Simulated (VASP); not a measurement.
# Yb2VH6 (P-3m1) in VASP: single point with PBE

Aim: the single point of Yb2VH6 with PBE.

Everything below comes from runs of VASP 6.6.1. Logs are shortened: lines on timing, memory, paths and dates and some standing lists are left out, and cuts for length are marked.

## (1) The cell of the first run

It takes space group P-3m1 (No. 164, trigonal). Conventional cell: a = 5.087 Å, b = 5.087 Å, c = 3.895 Å, α = 90.00°, β = 90.00°, γ = 120.00°. Yb (site symmetry 3m) has 12 H at 2.33 to 2.55 Å within 3.1 Å. Within 2.4 Å of V (site symmetry -3m) lie 6 H at 1.83 Å. Within 2.4 Å of H (site symmetry m) lie 1 V at 1.83 Å and 2 H at 2.32 Å and 2 Yb at 2.33 to 2.39 Å.

## (2) Single point, PBE, collinear spin, ferromagnetic start

Contents of INCAR:

```
SYSTEM = Yb2VH6
PREC = Accurate
ENCUT = 520
EDIFF = 1E-6
ISMEAR = -1
SIGMA = 0.1
LREAL = .FALSE.
LASPH = .TRUE.
NELM = 150
ALGO = Normal
ISIF = 2
LWAVE = .FALSE.
LCHARG = .FALSE.
ISPIN = 2
MAGMOM = 0.15 0.15 1.55 0 0 0 0 0 0
LORBIT = 11
LMAXMIX = 6
GGA = PE
NBANDS = 48
```

Contents of KPOINTS:

```
Automatic mesh
0
G
  4 4 5
  0 0 0
```

Contents of POSCAR:

```
Yb2VH6
1.0
    5.0867465004      0.0000049502      0.0000037066
   -2.5433689583      4.4052541699     -0.0000037066
    0.0000027602     -0.0000015936      3.8948910638
Yb V H
2 1 6
Direct
    0.3333335322      0.6666664678      0.2591561159
    0.6666664678      0.3333335322      0.7408438841
    0.0000000000      0.0000000000      0.0000000000
    0.8186851071      0.1813148929      0.2314054337
    0.8186858182      0.6373708455      0.2314046297
    0.3626291545      0.1813141818      0.2314046297
    0.1813148929      0.8186851071      0.7685945663
    0.6373708455      0.8186858182      0.7685953703
    0.1813141818      0.3626291545      0.7685953703
```

Potentials or basis: VASP PAW PBE potentials, release 64 (Yb, V_sv, H).

Launch:

```bash
$ cat potpaw_PBE.64/Yb/POTCAR potpaw_PBE.64/V_sv/POTCAR potpaw_PBE.64/H/POTCAR > POTCAR
$ mpirun -np 1 vasp_std > vasp.out
```

OUTCAR:

```text
SYSTEM = Yb2VH6
   PREC = Accurate
   ENCUT = 520
   EDIFF = 1E-6
   ISMEAR = -1
   LREAL = .FALSE.
   LASPH = .TRUE.
   NELM = 150
   ISIF = 2
   ISPIN = 2
   LORBIT = 11
   GGA = PE

 ion  position               nearest neighbor table
   1  0.333  0.667  0.259-   8 2.33   9 2.33   7 2.33   3 3.11   3 3.11   3 3.11   2 3.48   2 3.48
                             2 3.48   2 3.56   2 3.56   2 3.56
   2  0.667  0.333  0.741-   6 2.33   5 2.33   4 2.33   3 3.11   3 3.11   3 3.11   1 3.48   1 3.48
                             1 3.48   1 3.56   1 3.56   1 3.56
   3  0.000  0.000  0.000-   4 1.83   7 1.83   6 1.83   8 1.83   5 1.83   9 1.83   2 3.11   1 3.11
                             2 3.11   1 3.11   1 3.11   2 3.11
   4  0.819  0.181  0.231-   3 1.83   2 2.33
   5  0.819  0.637  0.231-   3 1.83   2 2.33
   6  0.363  0.181  0.231-   3 1.83   2 2.33
   7  0.181  0.819  0.769-   3 1.83   1 2.33
   8  0.637  0.819  0.769-   3 1.83   1 2.33
   9  0.181  0.363  0.769-   3 1.83   1 2.33

  LATTYP: Found a hexagonal cell.
 ALAT       =     5.0867465004
 C/A-ratio  =     0.7656939585

  Lattice vectors:

 A1 = (   5.0867465004,   0.0000049502,   0.0000037066)
 A2 = (  -2.5433689583,   4.4052541699,  -0.0000037066)
 A3 = (   0.0000027602,  -0.0000015936,   3.8948910638)

Analysis of symmetry for initial positions (statically):
=====================================================================
 Subroutine PRICEL returns:
 Original cell was already a primitive cell.

 Routine SETGRP: Setting up the symmetry group for a
 hexagonal supercell.

 Subroutine GETGRP returns: Found 12 space group operations
 (whereof 12 operations were pure point group operations)
 out of a pool of 24 trial point group operations.

The static configuration has the point symmetry D_3d.

Analysis of symmetry for dynamics (positions and initial velocities):
=====================================================================
 Subroutine PRICEL returns:
 Original cell was already a primitive cell.

 Routine SETGRP: Setting up the symmetry group for a
 hexagonal supercell.

 Subroutine GETGRP returns: Found 12 space group operations
 (whereof 12 operations were pure point group operations)
 out of a pool of 24 trial point group operations.

The dynamic configuration has the point symmetry D_3d.

Analysis of structural, dynamic, and magnetic symmetry:
=====================================================================
 Subroutine PRICEL returns:
 Original cell was already a primitive cell.

 Routine SETGRP: Setting up the symmetry group for a
 hexagonal supercell.

 Subroutine GETGRP returns: Found 12 space group operations
 (whereof 12 operations were pure point group operations)
 out of a pool of 24 trial point group operations.

The overall configuration has the point symmetry D_3d.

 Subroutine INISYM returns: Found 12 space group operations
 (whereof 12 operations are pure point group operations),
 and found     1 'primitive' translations

----------------------------------------------------------------------------------------

                                     Primitive cell

  volume of cell :      87.2784

  direct lattice vectors                    reciprocal lattice vectors
     5.086746500  0.000004950  0.000003707     0.196589203  0.113500574 -0.000000093
    -2.543368958  4.405254170 -0.000003707    -0.000000221  0.227001530  0.000000093
     0.000002760 -0.000001594  3.894891064    -0.000000187  0.000000108  0.256746590

  length of vectors
     5.086746500  5.086746500  3.894891064     0.227001530  0.227001530  0.256746590

  position of ions in fractional coordinates (direct lattice)
     0.333333532  0.666666468  0.259156116
     0.666666468  0.333333532  0.740843884
     0.000000000  0.000000000  0.000000000
     0.818685107  0.181314893  0.231405434
     0.818685818  0.637370846  0.231404630
     0.362629154  0.181314182  0.231404630
     0.181314893  0.818685107  0.768594566
     0.637370846  0.818685818  0.768595370
     0.181314182  0.362629154  0.768595370

  ion indices of the primitive-cell ions
   primitive index   ion index
                 1           1
                 2           2
                 3           3
                 4           4
                 5           5
                 6           6
                 7           7
                 8           8
                 9           9

----------------------------------------------------------------------------------------

 KPOINTS: Automatic mesh

Automatic generation of k-mesh.
 Grid dimensions read from file:
 generate k-points for:    4    4    5

 Generating k-lattice:

  Cartesian coordinates                     Fractional coordinates (reciprocal lattice)
     0.049147301  0.028375143 -0.000000023     0.250000000 -0.000000000  0.000000000
    -0.000000055  0.056750383  0.000000023    -0.000000000  0.250000000  0.000000000
    -0.000000037  0.000000022  0.051349318     0.000000000 -0.000000000  0.200000000

  Length of vectors
     0.056750383  0.056750383  0.051349318

  Shift w.r.t. Gamma in fractional coordinates (k-lattice)
     0.000000000  0.000000000  0.000000000

 Subroutine IBZKPT returns following result:
 ===========================================

 Found     14 irreducible k-points:

 Following reciprocal coordinates:
            Coordinates               Weight
  0.000000  0.000000  0.000000      1.000000
  0.250000  0.000000 -0.000000      6.000000
  0.500000  0.000000 -0.000000      3.000000
  0.250000  0.250000 -0.000000      6.000000
  0.000000  0.000000  0.200000      2.000000
  0.250000  0.000000  0.200000      6.000000
  0.000000  0.250000  0.200000      6.000000
  0.500000  0.000000  0.200000      6.000000
  0.250000  0.250000  0.200000     12.000000
  0.000000  0.000000  0.400000      2.000000
  0.250000  0.000000  0.400000      6.000000
  0.000000  0.250000  0.400000      6.000000
  0.500000  0.000000  0.400000      6.000000
  0.250000  0.250000  0.400000     12.000000
   k-points           NKPTS =     14   k-points in BZ     NKDIM =     14   number of bands    NBANDS=     48
   number of dos      NEDOS =    301   number of ions     NIONS =      9
   total plane-waves  NPLWV =  48000
   dimension x,y,z NGX =    40 NGY =   40 NGZ =   30
   dimension x,y,z NGXF=    80 NGYF=   80 NGZF=   60
   ions per type =               2   1   6
   NGX,Y,Z   is equivalent  to a cutoff of  13.07, 13.07, 12.80 a.u.
   NGXF,Y,Z  is equivalent  to a cutoff of  26.15, 26.15, 25.61 a.u.
 SYSTEM =  Yb2VH6
   PREC   = accura    normal or accurate (medium, high low for compatibility)
   ISTART =      0    job   : 0-new  1-cont  2-samecut
   ICHARG =      2    charge: 1-file 2-atom 10-const
   ISPIN  =      2    spin polarized calculation?
   LNONCOLLINEAR =      F non collinear calculations
   LSORBIT =      F    spin-orbit coupling
   LASPH  =      T    aspherical Exc in radial PAW
   ENCUT  =  520.0 eV  38.22 Ry    6.18 a.u.   9.46  9.46  7.24*2*pi/ulx,y,z
   NELM   =    150;   NELMIN=  2; NELMDL= -5     # of ELM steps
   EDIFF  = 0.1E-05   stopping-criterion for ELM
   LREAL  =      F    real-space projection
   EDIFFG = 0.1E-04   stopping-criterion for IOM
   NSW    =      0    number of steps for IOM
   IBRION =     -1    ionic relax: 0-MD 1-quasi-New 2-CG
   NFREE  =      0    steps in history (QN), initial steepest desc. (CG)
   ISIF   =      2    stress and relaxation
   ISYM   =      2    0-nonsym 1-usesym 2-fastsym
   POTIM  = 0.5000    time-step for ionic-motion
   TEBEG  =    0.0;   TEEND  =   0.0 temperature during run
   PSTRESS=    0.0 pullay stress
   NELECT =      67.0000    total number of electrons
   NUPDOWN=      -1.0000    fix difference up-down
   EMIN   =  10.00;   EMAX   =-10.00  energy-range for DOS
   EFERMI =   0.00;   METHOD = LEGACY
   ISMEAR =    -1;   SIGMA  =   0.10  broadening in eV -4-tet -1-fermi 0-gaus
   EFERMI_NEDOS =   21; number of points for ismear=-14 and -15
   IALGO  =     38    algorithm
   IMIX   =      4    mixing-type and parameters
     AMIX     =   0.40;   BMIX     =  1.00
     AMIX_MAG =   1.60;   BMIX_MAG =  1.00
  volume/ion in A,a.u.               =       9.70        65.44
  Fermi-wavevector in a.u.,A,eV,Ry     =   1.498986  2.832673 30.571731  2.246959
  Thomas-Fermi vector in A             =   2.610674
   LORBIT       =     11    0 simple, 1 ext, 2 COOP (PROOUT), +10 PAW based schemes
   GGA     = PE    functional components
   LHFCALC =     F    Hartree Fock is set to
   AEXX    =    0.0000 exact exchange contribution
   IVDW    =     0    specifies the selected vdW correction
   LEPSILON=     F    determine dielectric tensor
   LRPA    =     F    only Hartree local field effects (RPA)
 spin polarized calculation
  energy-cutoff  :      520.00
  volume of cell :       87.28
 maximum number of plane-waves:      2362
 NGX is ok and might be reduce to    40
   NGX = 19   NGY = 19   NGZ = 15

 number of electron      67.0000026 magnetization       2.6348080

 Free energy of the ion-electron system (eV)
  ---------------------------------------------------
  ext. energy  EPLUGINS =         0.00000000
  ---------------------------------------------------
  free energy    TOTEN  =       -39.77839264 eV

  energy without entropy =      -39.60856482  energy(sigma->0) =      -39.69347873

 E-fermi :   3.7609     XC(G=0): -10.9041

 val. band max:        3.6955357917   @ k =   0.2500   0.2500   0.4000
 cond. band min:       3.7719436366   @ k =   0.0000   0.2500   0.4000
 fundamental gap:      0.0764078449
 Fermi energy:         3.7608756107

 spin component 1

 k-point     1 :       0.0000    0.0000    0.0000
  band No.  band energies     occupation
      1     -61.0831      1.00000
      2     -48.0480      1.00000
      3     -48.0134      1.00000
      4     -34.9993      1.00000
      5     -34.9702      1.00000
      6     -34.9702      1.00000
[... 37 lines left out ...]
     44       9.3025      0.00000
     45       9.3025      0.00000
[... 582 lines left out ...]
      4     -35.0067      1.00000
      5     -34.9696      1.00000
      6     -34.9693      1.00000
[... 37 lines left out ...]
     44       9.1889      0.00000
     45       9.5103      0.00000
 Fermi energy:         3.7608756107

 spin component 2

 k-point     1 :       0.0000    0.0000    0.0000
  band No.  band energies     occupation
      1     -59.2153      1.00000
      2     -47.9839      1.00000
      3     -47.9490      1.00000
      4     -33.2059      1.00000
      5     -33.2059      1.00000
      6     -32.9579      1.00000
[... 37 lines left out ...]
     44       9.5587      0.00000
     45       9.5587      0.00000
[... 582 lines left out ...]
      4     -33.2053      1.00000
      5     -33.2050      1.00000
      6     -32.9657      1.00000
[... 37 lines left out ...]
     44       9.4085      0.00000
     45       9.9339      0.00000
 [bands above 45 left out]

------------------------ aborting loop because EDIFF is reached ----------------------------------------

  FORCE on cell =-STRESS in cart. coord.  units (eV):
  Direction    XX          YY          ZZ          XY          YZ          ZX
  --------------------------------------------------------------------------------------
  -------------------------------------------------------------------------------------
  Total       -0.1345968     -0.1345971     -0.1543463     -0.0000003      0.0000001     -0.0000002
  in kB       -2.4708057     -2.4708113     -2.8333490     -0.0000048      0.0000022     -0.0000038
  external PRESSURE =      -2.5916553 kB  Pullay stress =       0.0000000 kB

 VOLUME and BASIS-vectors are now :
 -----------------------------------------------------------------------------
  energy-cutoff  :      520.00
  volume of cell :       87.28
      direct lattice vectors                 reciprocal lattice vectors
     5.086746500  0.000004950  0.000003707     0.196589203  0.113500574 -0.000000093
    -2.543368958  4.405254170 -0.000003707    -0.000000221  0.227001530  0.000000093
     0.000002760 -0.000001594  3.894891064    -0.000000187  0.000000108  0.256746590

 POSITION                                       TOTAL-FORCE (eV/Angst)
 -----------------------------------------------------------------------------------
      0.00001      2.93684      1.00938        -0.000000      0.000000     -0.005079
      2.54338      1.46842      2.88551         0.000000     -0.000000      0.005079
      0.00000      0.00000      0.00000         0.000000      0.000000      0.000000
      3.70329      0.79874      0.90130        -0.007752      0.004476      0.002964
      2.54338      2.80778      0.90130        -0.000000     -0.008952      0.002964
      1.38345      0.79874      0.90130         0.007752      0.004476      0.002964
     -1.15991      3.60652      2.99359         0.007752     -0.004476     -0.002964
      1.15993      3.60652      2.99359        -0.007752     -0.004476     -0.002964
      0.00000      1.59747      2.99359         0.000000      0.008952     -0.002964
 -----------------------------------------------------------------------------------
    total drift:                                0.000000     -0.000000     -0.000000

  FREE ENERGIE OF THE ION-ELECTRON SYSTEM (eV)
  ---------------------------------------------------
  free  energy   TOTEN  =       -39.7783926430 eV

  energy  without entropy=      -39.6085648190  energy(sigma->0) =      -39.69347873

 total charge

# of ion       s       p       d       f       tot
--------------------------------------------------
    1        2.122   6.036   0.400  13.590  22.148
    2        2.122   6.036   0.400  13.590  22.148
    3        2.235   6.200   3.133   0.000  11.569
    4        0.545   0.009   0.000   0.000   0.554
    5        0.545   0.009   0.000   0.000   0.554
    6        0.545   0.009   0.000   0.000   0.554
    7        0.545   0.009   0.000   0.000   0.554
    8        0.545   0.009   0.000   0.000   0.554
    9        0.545   0.009   0.000   0.000   0.554
--------------------------------------------------
tot          9.751  18.324   3.933  27.180  59.188

 magnetization (x)

# of ion       s       p       d       f       tot
--------------------------------------------------
    1       -0.000   0.009   0.017   0.130   0.157
    2       -0.000   0.009   0.017   0.130   0.157
    3        0.024   0.024   1.934   0.000   1.982
    4       -0.006   0.002   0.000   0.000  -0.004
    5       -0.006   0.002   0.000   0.000  -0.004
    6       -0.006   0.002   0.000   0.000  -0.004
    7       -0.006   0.002   0.000   0.000  -0.004
    8       -0.006   0.002   0.000   0.000  -0.004
    9       -0.006   0.002   0.000   0.000  -0.004
--------------------------------------------------
tot         -0.013   0.053   1.969   0.260   2.270
```

Wall time 7.3 min (1 thread of Oxide Virtual Turin-like, shared host); peak memory 0.28 GiB.

What came out:

```
Free energy                                           : -39.7784 eV
Pressure                                              : -0.3 GPa
Largest force                                         : 0.009 eV/Å
Net moment                                            : 2.63 μB per cell
Site moments                                          : Yb +0.16; V +1.98; H -0.00 μB
Valence electrons inside the program's atomic spheres : Yb 22.15; V 11.57; H 0.55
```

Forces on the atoms (eV/Å):
```
Yb   0.000  0.000 -0.005
Yb   0.000  0.000  0.005
V    0.000  0.000  0.000
H   -0.008  0.004  0.003
H    0.000 -0.009  0.003
H    0.008  0.004  0.003
H    0.008 -0.004 -0.003
H   -0.008 -0.004 -0.003
H    0.000  0.009 -0.003
```

Levels at points of the mesh, in eV from the Fermi level:
Spin up:
```csv
k point,band 32,band 33,band 34,band 35,band 36,band 37,band 38,band 39
"(0.00, 0.00, 0.00)",-0.55,-0.52,-0.51,-0.51,1.64,1.83,1.83,3.27
"(0.50, 0.00, 0.00)",-0.50,-0.49,-0.49,-0.27,0.59,1.64,1.97,2.59
```
Spin down:
| k point | band 30 | band 31 | band 32 | band 33 | band 34 | band 35 |
| --- | --- | --- | --- | --- | --- | --- |
| (0.00, 0.00, 0.00) | -0.44 | -0.44 | -0.44 | 0.37 | 0.86 | 0.86 |
| (0.50, 0.00, 0.00) | -0.40 | -0.34 | -0.16 | 0.03 | 0.17 | 0.95 |

Caveat: spin-orbit coupling is left out, which moves the levels of the heavy elements; without U or exact exchange the open f shell lies at the Fermi level, which spoils levels, moments and volumes. The state reached can hang on the start; a lower one may exist.
